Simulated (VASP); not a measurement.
# Si (Fd-3m) in VASP: a series of runs, part 2 of 2

VASP 6.6.1. The steps go on from the part before.

## Step 4: Relaxation of cell and atoms, r2SCAN

This run uses another cell than the first one, of 19.98 Å³/atom.

File POSCAR:

```
Si
1.0
    0.0000000000      2.7135600000      2.7135600000
    2.7135600000      0.0000000000      2.7135600000
    2.7135600000      2.7135600000      0.0000000000
Si
2
Direct
    0.2500000000      0.2500000000      0.2500000000
    0.0000000000      0.0000000000      0.0000000000
```

File INCAR.step1:

```
PREC = Accurate ; ENCUT = 600
ISMEAR = 0 ; SIGMA = 0.01
LREAL = False ; LASPH = True
NELM = 60 ; GGA = PE
ALGO = Normal ; EDIFF = 1E-4
LWAVE = True ; LCHARG = False
```

File INCAR.step2:

```
PREC = Accurate ; ENCUT = 600
EDIFF = 1E-7 ; ISMEAR = 0
SIGMA = 0.01 ; LREAL = False
LASPH = True ; NELM = 60
ALGO = Normal ; ISIF = 3
LWAVE = False ; LCHARG = False
METAGGA = R2SCAN ; LMIXTAU = True
IBRION = 2 ; NSW = 100
EDIFFG = -0.002 ; ISTART = 1
```

File KPOINTS:

```
Automatic mesh
0
Gamma
  8 8 8
```

Potentials or basis: VASP PAW PBE potentials, release 64 (Si).

The run is started by

```
$ cat potpaw_PBE.64/Si/POTCAR > POTCAR
$ cp INCAR.step1 INCAR
$ mpirun -np 1 vasp_std > vasp.out
$ cp INCAR.step2 INCAR
$ mpirun -np 1 vasp_std > vasp.out
```

OUTCAR:

```text
PREC = Accurate
   ENCUT = 600
   EDIFF = 1E-7
   ISMEAR = 0
   LREAL = False
   LASPH = True
   NELM = 60
   ISIF = 3
   METAGGA = R2SCAN
   IBRION = 2
   NSW = 100
   EDIFFG = -0.002
   ISTART = 1

 ion  position               nearest neighbor table
   1  0.250  0.250  0.250-   2 2.35   2 2.35   2 2.35   2 2.35
   2  0.000  0.000  0.000-   1 2.35   1 2.35   1 2.35   1 2.35

  LATTYP: Found a face centered cubic cell.
 ALAT       =     5.4271200000

  Lattice vectors:

 A1 = (   0.0000000000,   2.7135600000,   2.7135600000)
 A2 = (   2.7135600000,   0.0000000000,   2.7135600000)
 A3 = (   2.7135600000,   2.7135600000,   0.0000000000)

Analysis of symmetry for initial positions (statically):
=====================================================================
 Subroutine PRICEL returns:
 Original cell was already a primitive cell.

 Routine SETGRP: Setting up the symmetry group for a
 face centered cubic supercell.

 Subroutine GETGRP returns: Found 48 space group operations
 (whereof 24 operations were pure point group operations)
 out of a pool of 48 trial point group operations.

The static configuration has the point symmetry T_d .
 The point group associated with its full space group is O_h .

Analysis of symmetry for dynamics (positions and initial velocities):
=====================================================================
 Subroutine PRICEL returns:
 Original cell was already a primitive cell.

 Routine SETGRP: Setting up the symmetry group for a
 face centered cubic supercell.

 Subroutine GETGRP returns: Found 48 space group operations
 (whereof 24 operations were pure point group operations)
 out of a pool of 48 trial point group operations.

The dynamic configuration has the point symmetry T_d .
 The point group associated with its full space group is O_h .

 Subroutine INISYM returns: Found 48 space group operations
 (whereof 24 operations are pure point group operations),
 and found     1 'primitive' translations

----------------------------------------------------------------------------------------

                                     Primitive cell

  volume of cell :      39.9621

  direct lattice vectors                    reciprocal lattice vectors
     0.000000000  2.713560000  2.713560000    -0.184259792  0.184259792  0.184259792
     2.713560000  0.000000000  2.713560000     0.184259792 -0.184259792  0.184259792
     2.713560000  2.713560000  0.000000000     0.184259792  0.184259792 -0.184259792

  length of vectors
     3.837553354  3.837553354  3.837553354     0.319147321  0.319147321  0.319147321

  position of ions in fractional coordinates (direct lattice)
     0.250000000  0.250000000  0.250000000
     0.000000000  0.000000000  0.000000000

  ion indices of the primitive-cell ions
   primitive index   ion index
                 1           1
                 2           2

----------------------------------------------------------------------------------------

 KPOINTS: Automatic mesh

Automatic generation of k-mesh.
[... 28 lines left out ...]
  0.125000  0.125000  0.000000      6.000000
[... 16 lines left out ...]
  0.500000  0.250000  0.125000     48.000000
 -0.375000  0.250000  0.125000     24.000000
 [... further k-points ...]
   k-points           NKPTS =     29   k-points in BZ     NKDIM =     29   number of bands    NBANDS=      8
   number of dos      NEDOS =    301   number of ions     NIONS =      2
   total plane-waves  NPLWV =  32768
   dimension x,y,z NGX =    32 NGY =   32 NGZ =   32
   dimension x,y,z NGXF=    64 NGYF=   64 NGZF=   64
   ions per type =               2
   NGX,Y,Z   is equivalent  to a cutoff of  13.86, 13.86, 13.86 a.u.
   NGXF,Y,Z  is equivalent  to a cutoff of  27.73, 27.73, 27.73 a.u.
 SYSTEM =  unknown system
   PREC   = accura    normal or accurate (medium, high low for compatibility)
   ISTART =      1    job   : 0-new  1-cont  2-samecut
   ICHARG =      0    charge: 1-file 2-atom 10-const
   ISPIN  =      1    spin polarized calculation?
   LNONCOLLINEAR =      F non collinear calculations
   LSORBIT =      F    spin-orbit coupling
   LASPH  =      T    aspherical Exc in radial PAW
   ENCUT  =  600.0 eV  44.10 Ry    6.64 a.u.   7.66  7.66  7.66*2*pi/ulx,y,z
   NELM   =     60;   NELMIN=  2; NELMDL=  0     # of ELM steps
   EDIFF  = 0.1E-06   stopping-criterion for ELM
   LREAL  =      F    real-space projection
   EDIFFG = -.2E-02   stopping-criterion for IOM
   NSW    =    100    number of steps for IOM
   IBRION =      2    ionic relax: 0-MD 1-quasi-New 2-CG
   NFREE  =      1    steps in history (QN), initial steepest desc. (CG)
   ISIF   =      3    stress and relaxation
   ISYM   =      2    0-nonsym 1-usesym 2-fastsym
   POTIM  = 0.5000    time-step for ionic-motion
   TEBEG  =    0.0;   TEEND  =   0.0 temperature during run
   PSTRESS=    0.0 pullay stress
   NELECT =       8.0000    total number of electrons
   NUPDOWN=      -1.0000    fix difference up-down
   EMIN   =  10.00;   EMAX   =-10.00  energy-range for DOS
   EFERMI =   0.00;   METHOD = LEGACY
   ISMEAR =     0;   SIGMA  =   0.01  broadening in eV -4-tet -1-fermi 0-gaus
   EFERMI_NEDOS =   21; number of points for ismear=-14 and -15
   IALGO  =     38    algorithm
   IMIX   =      4    mixing-type and parameters
     AMIX     =   0.40;   BMIX     =  1.00
     AMIX_MAG =   1.60;   BMIX_MAG =  1.00
  volume/ion in A,a.u.               =      19.98       134.84
  Fermi-wavevector in a.u.,A,eV,Ry     =   0.957684  1.809760 12.478691  0.917158
  Thomas-Fermi vector in A             =   2.086724
   LORBIT       =      0    0 simple, 1 ext, 2 COOP (PROOUT), +10 PAW based schemes
   METAGGA = R2SCAN    functional components
   LHFCALC =     F    Hartree Fock is set to
   AEXX    =    0.0000 exact exchange contribution
   IVDW    =     0    specifies the selected vdW correction
   LEPSILON=     F    determine dielectric tensor
   LRPA    =     F    only Hartree local field effects (RPA)
 conjugate gradient relaxation of ions
 non-spin polarized calculation
 Gauss-broadening in eV      SIGMA  =   0.01
  energy-cutoff  :      600.00
  volume of cell :       39.96
 maximum number of plane-waves:      1363
   NGX = 15   NGY = 15   NGZ = 15

--------------------------------------- Ionic step        1  -------------------------------------------

 number of electron       7.9999999 magnetization

 Free energy of the ion-electron system (eV)
  ---------------------------------------------------
  ext. energy  EPLUGINS =         0.00000000
  ---------------------------------------------------
  free energy    TOTEN  =       -17.54628045 eV

  energy without entropy =      -17.54628045  energy(sigma->0) =      -17.54628045

------------------------ aborting loop because EDIFF is reached ----------------------------------------

  FORCE on cell =-STRESS in cart. coord.  units (eV):
  Direction    XX          YY          ZZ          XY          YZ          ZX
  --------------------------------------------------------------------------------------
  -------------------------------------------------------------------------------------
  Total        0.1749170      0.1749170      0.1749170     -0.0000000     -0.0000000     -0.0000000
  in kB        7.0128449      7.0128449      7.0128449     -0.0000000     -0.0000000     -0.0000000
  external PRESSURE =       7.0128449 kB  Pullay stress =       0.0000000 kB
[... 59 lines left out ...]
--------------------------------------- Ionic step        3  -------------------------------------------

 number of electron       8.0000000 magnetization

 Free energy of the ion-electron system (eV)
  ---------------------------------------------------
  ext. energy  EPLUGINS =         0.00000000
  ---------------------------------------------------
  free energy    TOTEN  =       -17.54689061 eV

  energy without entropy =      -17.54689061  energy(sigma->0) =      -17.54689061

 E-fermi :   5.7374     XC(G=0):  -9.8344

 val. band max:        5.6876041225   @ k =   0.0000   0.0000   0.0000
 cond. band min:       6.5094968361   @ k =   0.3750   0.3750   0.0000
 fundamental gap:      0.8218927136
 Fermi energy:         5.7373962398

 k-point     1 :       0.0000    0.0000    0.0000
  band No.  band energies     occupation
      1      -6.8028      2.00000
      2       5.6876      2.00000
      3       5.6876      2.00000
      4       5.6876      2.00000
      5       8.4434      0.00000
      6       8.4434      0.00000
      7       8.4434      0.00000
      8       9.6147      0.00000
[... 243 lines left out ...]
 k-point    24 :      -0.3750    0.2500    0.1250
  band No.  band energies     occupation
      1      -3.7967      2.00000
      2      -1.3674      2.00000
      3       2.1134      2.00000
      4       3.4289      2.00000
      5       9.0701      0.00000
      6       9.0981      0.00000
      7      12.0133      0.00000
      8      13.2843      0.00000

 [... further k-points ...]
[... 5 lines left out ...]
  --------------------------------------------------------------------------------------
  -------------------------------------------------------------------------------------
  Total        0.0014686      0.0014686      0.0014686      0.0000000      0.0000000     -0.0000000
  in kB        0.0584672      0.0584672      0.0584672      0.0000000      0.0000000     -0.0000000
  external PRESSURE =       0.0584672 kB  Pullay stress =       0.0000000 kB
[... 17 lines left out ...]
  FREE ENERGIE OF THE ION-ELECTRON SYSTEM (eV)
  ---------------------------------------------------
  free  energy   TOTEN  =       -17.5468906122 eV

  energy  without entropy=      -17.5468906122  energy(sigma->0) =      -17.54689061

 reached required accuracy - stopping structural energy minimisation
```

OSZICAR.step1:

```text
N       E                     dE             d eps       ncg     rms          rms(c)
DAV:   1     0.911105912928E+01    0.91111E+01   -0.35607E+03   472   0.867E+02
DAV:   2    -0.107316296017E+02   -0.19843E+02   -0.19438E+02   680   0.879E+01
DAV:   3    -0.110204068210E+02   -0.28878E+00   -0.28878E+00   560   0.132E+01
DAV:   4    -0.110221507388E+02   -0.17439E-02   -0.17439E-02   744   0.115E+00
DAV:   5    -0.110221524641E+02   -0.17253E-05   -0.17253E-05   592   0.305E-02    0.489E+00
DAV:   6    -0.108961020378E+02    0.12605E+00   -0.83564E-02   584   0.152E+00    0.300E+00
DAV:   7    -0.108387912633E+02    0.57311E-01   -0.15765E-01   568   0.222E+00    0.193E-01
DAV:   8    -0.108398806426E+02   -0.10894E-02   -0.41487E-03   552   0.492E-01    0.750E-02
DAV:   9    -0.108400721365E+02   -0.19149E-03   -0.18587E-04   632   0.109E-01    0.565E-02
DAV:  10    -0.108400994503E+02   -0.27314E-04   -0.31991E-05   384   0.431E-02
   1 F= -.10840099E+02 E0= -.10840099E+02  d E =-.944837E-28
```

Wall time 2.3 min (1 thread of Intel Xeon 8259CL, shared host); peak memory 0.18 GiB.

Results:

```yaml
Free_energy: -17.5469 eV
Relaxed_volume: 20.12 Å³/atom
Relaxed_cell: a = 3.847 Å, b = 3.847 Å, c = 3.847 Å, α = 60.00°, β = 60.00°, γ = 60.00°
Space_group_after_relaxing_to_0.1_Å: Fd-3m (No. 227)
Energy_gained_by_relaxing: 0.3 meV/atom
Ionic_steps: 3
Pressure_after_relaxing: 0.0 GPa
Band_gap_on_the_k_mesh: 0.82 eV (least direct gap 2.76 eV)
```

The path:
| step | energy change (eV) | largest force (eV/Å) | pressure (GPa) | volume (Å³) |
| --- | --- | --- | --- | --- |
| 1 | 0.0000 | 0.0000 | 0.70 | 39.96 |
| 2 | -0.0002 | 0.0000 | -0.53 | 40.47 |
| 3 | -0.0006 | 0.0000 | 0.01 | 40.24 |

Final structure:
```
CELL_PARAMETERS angstrom
0.00000 2.71992 2.71992
2.71992 0.00000 2.71992
2.71992 2.71992 0.00000
ATOMIC_POSITIONS crystal
Si 0.25000 0.25000 0.25000
Si 0.00000 0.00000 0.00000
```

Caveat: the PAW data sets were made with another functional, which shifts forces and pressure a little.

## Step 5: Relaxation of cell and atoms, r2SCAN

This run uses another cell than the first one, of 19.98 Å³/atom.

POSCAR is that of step 4.

File INCAR.step1:

```
SYSTEM = Si
PREC = Accurate ; ENCUT = 600
ISMEAR = -1 ; SIGMA = 0.08
LREAL = .FALSE. ; LASPH = .TRUE.
NELM = 60 ; GGA = PE
ALGO = Normal ; EDIFF = 1E-4
LWAVE = .TRUE. ; LCHARG = .FALSE.
```

File INCAR.step2:

```
SYSTEM = Si
PREC = Accurate ; ENCUT = 600
EDIFF = 1E-6 ; ISMEAR = -1
SIGMA = 0.08 ; LREAL = .FALSE.
LASPH = .TRUE. ; NELM = 60
ALGO = Normal ; ISIF = 3
LWAVE = .FALSE. ; LCHARG = .FALSE.
METAGGA = R2SCAN ; LMIXTAU = .TRUE.
IBRION = 2 ; NSW = 100
EDIFFG = -0.002 ; ISTART = 1
```

File KPOINTS:

```
Automatic mesh
0
G
  12 12 12
  0 0 0
```

Potentials or basis: VASP PAW PBE potentials, release 64 (Si).

The run is started by

```
$ cat potpaw_PBE.64/Si/POTCAR > POTCAR
$ cp INCAR.step1 INCAR
$ mpirun -np 1 vasp_std > vasp.out
$ cp INCAR.step2 INCAR
$ mpirun -np 1 vasp_std > vasp.out
```

OUTCAR:

```text
SYSTEM = Si
   PREC = Accurate
   ENCUT = 600
   EDIFF = 1E-6
   ISMEAR = -1
   LREAL = .FALSE.
   LASPH = .TRUE.
   NELM = 60
   ISIF = 3
   METAGGA = R2SCAN
   IBRION = 2
   NSW = 100
   EDIFFG = -0.002
   ISTART = 1

 ion  position               nearest neighbor table
   1  0.250  0.250  0.250-   2 2.35   2 2.35   2 2.35   2 2.35
   2  0.000  0.000  0.000-   1 2.35   1 2.35   1 2.35   1 2.35

  LATTYP: Found a face centered cubic cell.
 ALAT       =     5.4271200000

  Lattice vectors:

 A1 = (   0.0000000000,   2.7135600000,   2.7135600000)
 A2 = (   2.7135600000,   0.0000000000,   2.7135600000)
 A3 = (   2.7135600000,   2.7135600000,   0.0000000000)

Analysis of symmetry for initial positions (statically):
=====================================================================
 Subroutine PRICEL returns:
 Original cell was already a primitive cell.

 Routine SETGRP: Setting up the symmetry group for a
 face centered cubic supercell.

 Subroutine GETGRP returns: Found 48 space group operations
 (whereof 24 operations were pure point group operations)
 out of a pool of 48 trial point group operations.
[... 171 lines left out ...]
  --------------------------------------------------------------------------------------
  -------------------------------------------------------------------------------------
  Total        0.1723773      0.1723773      0.1723773     -0.0000000      0.0000000     -0.0000000
  in kB        6.9110246      6.9110246      6.9110246     -0.0000000      0.0000000     -0.0000000
  external PRESSURE =       6.9110246 kB  Pullay stress =       0.0000000 kB
[... 59 lines left out ...]
--------------------------------------- Ionic step        3  -------------------------------------------

 number of electron       8.0000000 magnetization

 Free energy of the ion-electron system (eV)
  ---------------------------------------------------
  ext. energy  EPLUGINS =         0.00000000
  ---------------------------------------------------
  free energy    TOTEN  =       -17.55006696 eV

  energy without entropy =      -17.54997728  energy(sigma->0) =      -17.55002212

 E-fermi :   6.0693     XC(G=0):  -9.8355

 val. band max:        5.6870146791   @ k =   0.0000   0.0000   0.0000
 cond. band min:       6.4683760928   @ k =   0.4167   0.4167   0.0000
 fundamental gap:      0.7813614137
 Fermi energy:         6.0693277734

 k-point     1 :       0.0000    0.0000    0.0000
  band No.  band energies     occupation
      1      -6.8038      2.00000
      2       5.6870      1.98333
      3       5.6870      1.98333
      4       5.6870      1.98333
      5       8.4433      0.00000
      6       8.4433      0.00000
      7       8.4433      0.00000
      8       9.6148      0.00000
[... 243 lines left out ...]
 k-point    24 :      -0.4167    0.1667    0.0000
  band No.  band energies     occupation
      1      -4.0758      2.00000
      2      -1.3448      2.00000
      3       2.5904      2.00000
      4       4.0087      2.00000
      5       8.1503      0.00000
      6      10.1130      0.00000
      7      10.3885      0.00000
      8      14.2098      0.00000

 [... further k-points ...]
[... 5 lines left out ...]
  --------------------------------------------------------------------------------------
  -------------------------------------------------------------------------------------
  Total        0.0009093      0.0009093      0.0009093      0.0000000      0.0000000      0.0000000
  in kB        0.0362041      0.0362041      0.0362041      0.0000000      0.0000000      0.0000000
  external PRESSURE =       0.0362041 kB  Pullay stress =       0.0000000 kB
[... 17 lines left out ...]
  FREE ENERGIE OF THE ION-ELECTRON SYSTEM (eV)
  ---------------------------------------------------
  free  energy   TOTEN  =       -17.5500669555 eV

  energy  without entropy=      -17.5499772796  energy(sigma->0) =      -17.55002212

 reached required accuracy - stopping structural energy minimisation
```

It took 4.3 min on 1 thread of Intel Xeon 8259CL, shared host; peak memory 0.19 GiB.

What came out:

| Item | Value |
| --- | --- |
| Free energy | -17.5501 eV |
| Relaxed volume | 20.12 Å³/atom |
| Relaxed cell | a = 3.846 Å, b = 3.846 Å, c = 3.846 Å, α = 60.00°, β = 60.00°, γ = 60.00° |
| Space group after relaxing (to 0.1 Å) | Fd-3m (No. 227) |
| Energy gained by relaxing | 0.3 meV/atom |
| Ionic steps | 3 |
| Pressure after relaxing | 0.0 GPa |
| Band gap on the k mesh | 0.78 eV (least direct gap 2.76 eV) |

Step by step:
| step | energy change (eV) | largest force (eV/Å) | pressure (GPa) | volume (Å³) |
| --- | --- | --- | --- | --- |
| 1 | 0.0000 | 0.0000 | 0.69 | 39.96 |
| 2 | -0.0002 | 0.0000 | -0.52 | 40.46 |
| 3 | -0.0006 | 0.0000 | 0.00 | 40.24 |

Final structure:
```
CELL_PARAMETERS angstrom
0.00000 2.71985 2.71985
2.71985 0.00000 2.71985
2.71985 2.71985 0.00000
ATOMIC_POSITIONS crystal
Si 0.25000 0.25000 0.25000
Si 0.00000 0.00000 0.00000
```

Caveat: semilocal functionals underestimate gaps, and a narrow one can read as zero; the PAW data sets were made with another functional, which shifts forces and pressure a little. Zero-point motion and thermal expansion aren't in these numbers.

## Step 6: The runs side by side

| task | cell | k mesh | cutoff (eV) | smearing | gap on the mesh (eV) | pressure (GPa) | relaxed volume (Å³/atom) |
| --- | --- | --- | --- | --- | --- | --- | --- |
| single point | a = 3.850 Å, angles 60.0°, 2 atoms | 8 × 8 × 8 | 520 | gaussian 0.01 eV | 0.83 | -0.2 | - |
| single point | a = 3.850 Å, angles 60.0°, 2 atoms | 12 × 12 × 12 | 520 | fermi-dirac 0.08 eV | 0.79 | -0.2 | - |
| relaxation of cell and atoms | relaxed from a = 3.838 Å, angles 60.0°, 2 atoms | 8 × 8 × 8 | 600 | gaussian 0.01 eV | 0.82 | 0.0 | 20.12 |
| relaxation of cell and atoms | relaxed from a = 3.838 Å, angles 60.0°, 2 atoms | 12 × 12 × 12 | 600 | fermi-dirac 0.08 eV | 0.78 | 0.0 | 20.12 |

Alike in all rows: level r2SCAN; potentials or basis VASP PAW PBE potentials, release 64 (Si); no spin polarisation.

Caveats: the PAW data sets were made with another functional, which shifts forces and pressure a little; semilocal functionals underestimate gaps, and a narrow one can read as zero (at least some runs).

Absolute energies hang on the potentials; compare differences alone.
